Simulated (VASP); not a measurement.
Wanted: the native input for a VASP 6.6.1 run.

```yaml
Task: relaxation of cell and atoms
Functional: PBE
Potentials_or_basis: VASP PAW PBE potentials, release 64 (C)
Cutoff: 600 eV
k_mesh: 18 × 18 × 18
Occupations: gaussian, width 0.01 eV
Spin: no spin polarisation
Dipole_correction: no
Further_INCAR_settings: ALGO = Normal; EDIFF = 1e-06; IBRION = 2; EDIFFG = -0.01; NSW = 100; ISIF = 3
```

The structure of C lies in POSCAR:

```
C
1.0
    1.2332673519      0.7120272376      4.2047060811
   -1.2332673519      0.7120272376      4.2047060811
    0.0000000000     -1.4240544752      4.2047060811
C
2
Direct
    0.8333394636      0.8333394636      0.8333394636
    0.1666605364      0.1666605364      0.1666605364
```

The input as run:

INCAR

```
PREC     = Accurate       # precision mode
ENCUT    = 600            # plane-wave cutoff, eV
EDIFF    = 1E-6           # SCF threshold, eV
ISMEAR   = 0              # smearing method
SIGMA    = 0.01           # smearing width, eV
LREAL    = False          # projectors in reciprocal space
LASPH    = True           # aspherical terms in the spheres
NELM     = 100            # most SCF steps
ALGO     = Normal         # electronic algorithm
ISIF     = 3              # what is computed and relaxed
LWAVE    = False          # write WAVECAR
LCHARG   = False          # write CHGCAR
GGA      = PE             # functional
IBRION   = 2              # ionic algorithm
NSW      = 100            # ionic steps
EDIFFG   = -0.01          # ionic threshold
```

KPOINTS

```
Automatic mesh
0
Gamma
  18 18 18
```

Potentials or basis: VASP PAW PBE potentials, release 64 (C).

The run is started by

```bash
$ cat potpaw_PBE.64/C/POTCAR > POTCAR
$ mpirun -np 1 vasp_std > vasp.out
```

Results of the run:

```json
{
  "Relaxed volume": "10.35 Å³/atom",
  "Relaxed cell": "a = 4.179 Å, b = 4.179 Å, c = 4.179 Å, α = 34.33°, β = 34.33°, γ = 34.33°",
  "Space group after relaxing (to 0.1 Å)": "R-3m (No. 166)",
  "Energy gained by relaxing": "0.6 meV/atom",
  "Ionic steps": "29",
  "Pressure after relaxing": "-0.1 GPa"
}
```

Caveat: this functional lacks dispersion, which binds layers or chains, so the pressure and a relaxed spacing across them are unreliable.

Run time: 58 min on 1 thread of AMD EPYC 7R43 64-Core Processor (Zen 3), with other jobs on the host, peak memory 0.24 GiB.
